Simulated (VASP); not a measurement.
# Hf3HN3 in VASP: relaxation of the atoms with PBEsol

Aim: the relaxation of the atoms of Hf3HN3 with PBEsol.

Everything below comes from runs of VASP 6.6.1. Logs are shortened: lines on timing, memory, paths and dates and some standing lists are left out, and cuts for length are marked.

**1. The cell of the first run**

The cell holds a slab with vacuum, 7 atoms: a = 3.183 Å, b = 3.183 Å, c = 25.497 Å, α = 90.00°, β = 90.00°, γ = 120.00°.

**2. Relaxation of the atoms, PBEsol**

Input file INCAR:

```
SYSTEM = Hf3HN3
PREC     = Accurate       ! precision mode
ENCUT    = 520            ! plane-wave cutoff, eV
EDIFF    = 1E-6           ! SCF threshold, eV
ISMEAR   = 0              ! smearing method
SIGMA    = 0.1            ! smearing width, eV
LREAL    = .False.        ! projectors in reciprocal space
LASPH    = .True.         ! aspherical terms in the spheres
NELM     = 60             ! most SCF steps
ALGO     = Normal         ! electronic algorithm
ISIF     = 2              ! what is computed and relaxed
LWAVE    = .False.        ! write WAVECAR
LCHARG   = .False.        ! write CHGCAR
LDIPOL   = .True.       
IDIPOL   = 3            
DIPOL    = 0.5 0.5 0.491
GGA      = PS             ! functional
IBRION   = 2              ! ionic algorithm
NSW      = 90             ! ionic steps
EDIFFG   = -0.03          ! ionic threshold
```

Input file KPOINTS:

```
regular mesh
0
Gamma
  9 9 1
  0 0 0
```

Input file POSCAR:

```
Hf3HN3
1.0
    3.1830776025      0.0000000000      0.0000000000
   -1.5915388013      2.7566260660      0.0000000000
    0.0000000000      0.0000000000     25.4974299482
N Hf H
3 3 1
Selective dynamics
Direct
    0.3333333333      0.6666666667      0.3333669321  F F F
    0.0000000000      0.0000000000      0.4352976751  F F F
    0.6666666667      0.3333333333      0.5372239459  T T T
    0.6666666667      0.3333333333      0.3843323037  F F F
    0.3333333333      0.6666666667      0.4880225877  T T T
    0.0000000000      0.0000000000      0.5874557383  T T T
    0.0000000000      0.0000000000      0.6682481948  T T T
```

Potentials or basis: VASP PAW PBE potentials, release 64 (N, Hf_pv, H).

Run with:

```
> cat potpaw_PBE.64/N/POTCAR potpaw_PBE.64/Hf_pv/POTCAR potpaw_PBE.64/H/POTCAR > POTCAR
> mpirun -np 1 vasp_std > vasp.out
```

OUTCAR:

```text
SYSTEM = Hf3HN3
   PREC = Accurate
   ENCUT = 520
   EDIFF = 1E-6
   ISMEAR = 0
   LREAL = .False.
   LASPH = .True.
   NELM = 60
   ISIF = 2
   GGA = PS
   IBRION = 2
   NSW = 90
   EDIFFG = -0.03

 ion  position               nearest neighbor table
   1  0.333  0.667  0.333-   4 2.25   4 2.25   4 2.25
   2  0.000  0.000  0.435-   4 2.25   4 2.25   4 2.25   5 2.28   5 2.28   5 2.28
   3  0.667  0.333  0.537-   5 2.23   5 2.23   5 2.23   6 2.24   6 2.24   6 2.24
   4  0.667  0.333  0.384-   2 2.25   2 2.25   2 2.25   1 2.25   1 2.25   1 2.25   5 3.22   5 3.22
                             5 3.22
   5  0.333  0.667  0.488-   3 2.23   3 2.23   3 2.23   2 2.28   2 2.28   2 2.28   6 3.13   6 3.13
                             6 3.13   4 3.22   4 3.22   4 3.22
   6  0.000  0.000  0.587-   7 2.06   3 2.24   3 2.24   3 2.24   5 3.13   5 3.13   5 3.13
   7  0.000  0.000  0.668-   6 2.06

  LATTYP: Found a hexagonal cell.
 ALAT       =     3.1830776025
 C/A-ratio  =     8.0103073605

  Lattice vectors:

 A1 = (   3.1830776025,   0.0000000000,   0.0000000000)
 A2 = (  -1.5915388013,   2.7566260660,   0.0000000000)
 A3 = (   0.0000000000,   0.0000000000,  25.4974299482)

Analysis of symmetry for initial positions (statically):
=====================================================================
 Subroutine PRICEL returns:
 Original cell was already a primitive cell.

 Routine SETGRP: Setting up the symmetry group for a
 hexagonal supercell.

 Subroutine GETGRP returns: Found  6 space group operations
 (whereof  6 operations were pure point group operations)
 out of a pool of 24 trial point group operations.

The static configuration has the point symmetry C_3v.

Analysis of symmetry for dynamics (positions and initial velocities):
=====================================================================
 Subroutine PRICEL returns:
 Original cell was already a primitive cell.

 Routine SETGRP: Setting up the symmetry group for a
 hexagonal supercell.

 Subroutine GETGRP returns: Found  6 space group operations
 (whereof  6 operations were pure point group operations)
 out of a pool of 24 trial point group operations.

The dynamic configuration has the point symmetry C_3v.

Analysis of constrained symmetry for selective dynamics:
=====================================================================
 Subroutine PRICEL returns:
 Original cell was already a primitive cell.

 Routine SETGRP: Setting up the symmetry group for a
 hexagonal supercell.

 Subroutine GETGRP returns: Found  6 space group operations
 (whereof  6 operations were pure point group operations)
 out of a pool of 24 trial point group operations.

The constrained configuration has the point symmetry C_3v.

 Subroutine INISYM returns: Found  6 space group operations
 (whereof  6 operations are pure point group operations),
 and found     1 'primitive' translations

----------------------------------------------------------------------------------------

                                     Primitive cell

  volume of cell :     223.7286

  direct lattice vectors                    reciprocal lattice vectors
     3.183077603  0.000000000  0.000000000     0.314161364  0.181381148  0.000000000
    -1.591538801  2.756626066  0.000000000     0.000000000  0.362762296  0.000000000
     0.000000000  0.000000000 25.497429948     0.000000000  0.000000000  0.039219639

  length of vectors
     3.183077603  3.183077603 25.497429948     0.362762296  0.362762296  0.039219639

  position of ions in fractional coordinates (direct lattice)
     0.333333333  0.666666667  0.333366932
     0.000000000  0.000000000  0.435297675
     0.666666667  0.333333333  0.537223946
     0.666666667  0.333333333  0.384332304
     0.333333333  0.666666667  0.488022588
     0.000000000  0.000000000  0.587455738
     0.000000000  0.000000000  0.668248195

  ion indices of the primitive-cell ions
   primitive index   ion index
                 1           1
                 2           2
                 3           3
                 4           4
                 5           5
[... 33 lines left out ...]
  0.222222  0.000000  0.000000      6.000000
  0.333333 -0.000000  0.000000      6.000000
  0.444444  0.000000  0.000000      6.000000
  0.111111  0.111111  0.000000      6.000000
  0.222222  0.111111  0.000000     12.000000
  0.333333  0.111111  0.000000     12.000000
  0.444444  0.111111  0.000000      6.000000
  0.222222  0.222222  0.000000      6.000000
  0.333333  0.222222  0.000000     12.000000
  0.333333  0.333333  0.000000      2.000000
   k-points           NKPTS =     12   k-points in BZ     NKDIM =     12   number of bands    NBANDS=     27
   number of dos      NEDOS =    301   number of ions     NIONS =      7
   total plane-waves  NPLWV = 110592
   dimension x,y,z NGX =    24 NGY =   24 NGZ =  192
   dimension x,y,z NGXF=    48 NGYF=   48 NGZF=  384
   ions per type =               3   3   1
   NGX,Y,Z   is equivalent  to a cutoff of  12.53, 12.53, 12.52 a.u.
   NGXF,Y,Z  is equivalent  to a cutoff of  25.07, 25.07, 25.04 a.u.
 SYSTEM =  Hf3HN3
   PREC   = accura    normal or accurate (medium, high low for compatibility)
   ISTART =      0    job   : 0-new  1-cont  2-samecut
   ICHARG =      2    charge: 1-file 2-atom 10-const
   ISPIN  =      1    spin polarized calculation?
   LNONCOLLINEAR =      F non collinear calculations
   LSORBIT =      F    spin-orbit coupling
   LASPH  =      T    aspherical Exc in radial PAW
   ENCUT  =  520.0 eV  38.22 Ry    6.18 a.u.   5.92  5.92 47.41*2*pi/ulx,y,z
   NELM   =     60;   NELMIN=  2; NELMDL= -5     # of ELM steps
   EDIFF  = 0.1E-05   stopping-criterion for ELM
   LREAL  =      F    real-space projection
   EDIFFG = -.3E-01   stopping-criterion for IOM
   NSW    =     90    number of steps for IOM
   IBRION =      2    ionic relax: 0-MD 1-quasi-New 2-CG
   NFREE  =      1    steps in history (QN), initial steepest desc. (CG)
   ISIF   =      2    stress and relaxation
   ISYM   =      2    0-nonsym 1-usesym 2-fastsym
   POTIM  = 0.5000    time-step for ionic-motion
   TEBEG  =    0.0;   TEEND  =   0.0 temperature during run
   PSTRESS=    0.0 pullay stress
   NELECT =      46.0000    total number of electrons
   NUPDOWN=      -1.0000    fix difference up-down
   EMIN   =  10.00;   EMAX   =-10.00  energy-range for DOS
   EFERMI =   0.00;   METHOD = LEGACY
   ISMEAR =     0;   SIGMA  =   0.10  broadening in eV -4-tet -1-fermi 0-gaus
   EFERMI_NEDOS =   21; number of points for ismear=-14 and -15
   IALGO  =     38    algorithm
   IMIX   =      4    mixing-type and parameters
     AMIX     =   0.40;   BMIX     =  1.00
     AMIX_MAG =   1.60;   BMIX_MAG =  1.00
  volume/ion in A,a.u.               =      31.96       215.69
  Fermi-wavevector in a.u.,A,eV,Ry     =   0.966244  1.825937 12.702781  0.933628
  Thomas-Fermi vector in A             =   2.096029
   LORBIT       =      0    0 simple, 1 ext, 2 COOP (PROOUT), +10 PAW based schemes
   GGA     = PS    functional components
   LHFCALC =     F    Hartree Fock is set to
   AEXX    =    0.0000 exact exchange contribution
   IVDW    =     0    specifies the selected vdW correction
   LEPSILON=     F    determine dielectric tensor
   LRPA    =     F    only Hartree local field effects (RPA)
 conjugate gradient relaxation of ions
 non-spin polarized calculation
 Gauss-broadening in eV      SIGMA  =   0.10
  energy-cutoff  :      520.00
  volume of cell :      223.73
 maximum number of plane-waves:      6054
 NGX is ok and might be reduce to    24
   NGX = 11   NGY = 11   NGZ = 95

 dipolmoment           0.000000      0.000000      0.006325 electrons x Angstroem

--------------------------------------- Ionic step        1  -------------------------------------------

 number of electron      46.0000012 magnetization

 Free energy of the ion-electron system (eV)
  ---------------------------------------------------
  ext. energy  EPLUGINS =         0.00000000
  ---------------------------------------------------
  free energy    TOTEN  =       -66.55047191 eV

  energy without entropy =      -66.52297707  energy(sigma->0) =      -66.53672449

------------------------ aborting loop because EDIFF is reached ----------------------------------------

  FORCE on cell =-STRESS in cart. coord.  units (eV):
  Direction    XX          YY          ZZ          XY          YZ          ZX
  --------------------------------------------------------------------------------------
  -------------------------------------------------------------------------------------
  Total       -1.5761694     -1.5761694     -7.2492826      0.0000000      0.0000000     -0.0000000
  in kB      -11.2873494    -11.2873494    -51.9139556      0.0000000      0.0000000     -0.0000000
  external PRESSURE =     -24.8295515 kB  Pullay stress =       0.0000000 kB
[... 104 lines left out ...]
  FREE ENERGIE OF THE ION-ELECTRON SYSTEM (eV)
  ---------------------------------------------------
  free  energy   TOTEN  =       -66.6828869131 eV

  energy  without entropy=      -66.6566263580  energy(sigma->0) =      -66.66975664

[... ionic steps 4 to 9 ...]

--------------------------------------- Ionic step       10  -------------------------------------------

 number of electron      46.0000010 magnetization

------------------------ aborting loop because EDIFF is reached ----------------------------------------
[... 77 lines left out ...]
--------------------------------------- Ionic step       12  -------------------------------------------

 number of electron      46.0000008 magnetization

 dipolmoment           0.000000      0.000000     -0.078073 electrons x Angstroem

 Free energy of the ion-electron system (eV)
  ---------------------------------------------------
  ext. energy  EPLUGINS =         0.00000000
  ---------------------------------------------------
  free energy    TOTEN  =       -66.70813956 eV

  energy without entropy =      -66.67955147  energy(sigma->0) =      -66.69384552

 E-fermi :  -2.8129     XC(G=0):  -4.9314

 val. band max:       -2.8396686703   @ k =   0.1111   0.0000   0.0000
 cond. band min:      -2.7882711701   @ k =   0.2222   0.2222   0.0000
 fundamental gap:      0.0513975002
 Fermi energy:        -2.8128987459

 k-point     1 :       0.0000    0.0000    0.0000
  band No.  band energies     occupation
      1     -34.2477      2.00000
      2     -33.6388      2.00000
      3     -33.6388      2.00000
      4     -33.4490      2.00000
      5     -33.3193      2.00000
      6     -33.3193      2.00000
[... 349 lines left out ...]
     26      -0.6193      0.00000
     27      -0.3783      0.00000

------------------------ aborting loop because EDIFF is reached ----------------------------------------

 vacuum level on the upper side and lower side of the slab       (xc-potential included)        -0.796         0.780

  FORCE on cell =-STRESS in cart. coord.  units (eV):
  Direction    XX          YY          ZZ          XY          YZ          ZX
  --------------------------------------------------------------------------------------
  -------------------------------------------------------------------------------------
  Total       -1.7085424     -1.7085424     -4.6739835      0.0000000      0.0000000      0.0000000
  in kB      -12.2353064    -12.2353064    -33.4715841      0.0000000      0.0000000      0.0000000
  external PRESSURE =     -19.3140656 kB  Pullay stress =       0.0000000 kB
[... 22 lines left out ...]
  FREE ENERGIE OF THE ION-ELECTRON SYSTEM (eV)
  ---------------------------------------------------
  free  energy   TOTEN  =       -66.7081395628 eV

  energy  without entropy=      -66.6795514695  energy(sigma->0) =      -66.69384552

 reached required accuracy - stopping structural energy minimisation

 vacuum level on the upper side and lower side of the slab         3.947         5.556
```

Run time: 31 min. Hardware: 1 thread of Intel Xeon 8259CL, shared host; peak memory 0.38 GiB.

Results:

* Free energy: -66.7081 eV
* Energy gained by relaxing: 22.5 meV/atom
* Ionic steps: 12
* Band gap on the k mesh: 0.05 eV (least direct gap 0.17 eV)

The path:
```csv
step,energy change (eV),largest force on free atoms (eV/Å),pressure (GPa)
1,0.0000,1.5685,-2.48
2,-0.1285,0.5503,-2.70
3,-0.1324,0.4192,-2.71
4,-0.1443,0.2287,-2.57
5,-0.1458,0.2279,-2.50
6,-0.1510,0.1321,-2.39
7,-0.1521,0.1383,-2.34
8,-0.1539,0.1293,-2.25
9,-0.1550,0.1653,-2.17
10,-0.1562,0.1221,-2.11
11,-0.1576,0.0562,-1.95
12,-0.1577,0.0256,-1.93
```

Final structure:
```cif
data_structure
_symmetry_space_group_name_H-M 'P 1'
_symmetry_Int_Tables_number 1
_cell_length_a 3.1831
_cell_length_b 3.1831
_cell_length_c 25.4974
_cell_angle_alpha 90.000
_cell_angle_beta 90.000
_cell_angle_gamma 120.000
_cell_volume 223.73
loop_
_atom_site_label
_atom_site_type_symbol
_atom_site_fract_x
_atom_site_fract_y
_atom_site_fract_z
_atom_site_occupancy
N1 N 0.33333 0.66667 0.33337 1
N2 N 0.00000 0.00000 0.43530 1
N3 N 0.66667 0.33333 0.53619 1
Hf1 Hf 0.66667 0.33333 0.38433 1
Hf2 Hf 0.33333 0.66667 0.48777 1
Hf3 Hf 0.00000 0.00000 0.58848 1
H1 H 0.00000 0.00000 0.66145 1
```

Levels at points of the mesh, in eV from the valence-band top:
| k point | band 20 | band 21 | band 22 | band 23 | band 24 | band 25 | band 26 | band 27 |
| --- | --- | --- | --- | --- | --- | --- | --- | --- |
| (0.00, 0.00, 0.00) | -1.33 | -0.18 | -0.05 | -0.05 | 0.81 | 0.81 | 1.35 | 2.44 |

Caveat: the PAW data sets were made with another functional, which shifts forces and pressure a little; spin-orbit coupling is left out, which moves the levels of the heavy elements.
